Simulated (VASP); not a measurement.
Runs of VASP 6.6.1 on SbOs. The structure is that of space group Fm-3m (No. 225), or close to it. The cells are those of the table. 

```csv
level,potentials or basis,cell,gap on the mesh (eV),pressure (GPa)
PBE,"VASP PAW PBE potentials, release 64 (Os, Sb)","a = 3.925 Å, angles 60.0°, 2 atoms",none,-8.9
PBE,"VASP PAW PBE potentials, release 64 (Os, Sb)","a = 3.838 Å, angles 60.0°, 2 atoms",none,-0.3
LDA,"VASP PAW LDA potentials, release 64 (Os, Sb)","a = 3.838 Å, angles 60.0°, 2 atoms",none,-8.7
PBEsol,"VASP PAW PBE potentials, release 64 (Os, Sb)","a = 3.838 Å, angles 60.0°, 2 atoms",none,(c)
PBE,"VASP PAW PBE potentials, release 64 (Os, Sb)","a = 3.863 Å, angles 60.0°, 2 atoms",none,(a)
PBE,"VASP PAW PBE potentials, release 64 (Os, Sb)","a = 3.888 Å, angles 60.0°, 2 atoms",none,-5.6
PBE,"VASP PAW PBE potentials, release 64 (Os, Sb)","a = 3.786 Å, angles 60.0°, 2 atoms",none,6.6
PBE,"VASP PAW PBE potentials, release 64 (Os, Sb)","a = 3.962 Å, angles 60.0°, 2 atoms",none,-11.6
PBE,"VASP PAW PBE potentials, release 64 (Os, Sb)","a = 3.838, b = 3.818, c = 3.818 Å, angles 60.3, 59.8, 59.8°, 2 atoms",none,1.3
r2SCAN,"VASP PAW PBE potentials, release 64 (Os, Sb)","a = 3.838 Å, angles 60.0°, 2 atoms",none,(b)
```

Alike in all rows: task single point; no spin polarisation; k mesh 12 × 12 × 12; cutoff (eV) 520; smearing gaussian 0.05 eV.

Problem. Fill in the values left out.

Solution. (a) -3.1; (b) -3.3; (c) -5.8.

Caveats: spin-orbit coupling is left out, which moves the levels of the heavy elements; the PAW data sets were made with another functional, which shifts forces and pressure a little (some runs).

A k mesh can miss the band edges, and the runs leave out spin-orbit coupling on Os, Sb.

A gap of «none» marks levels without a gap at the run's occupations.
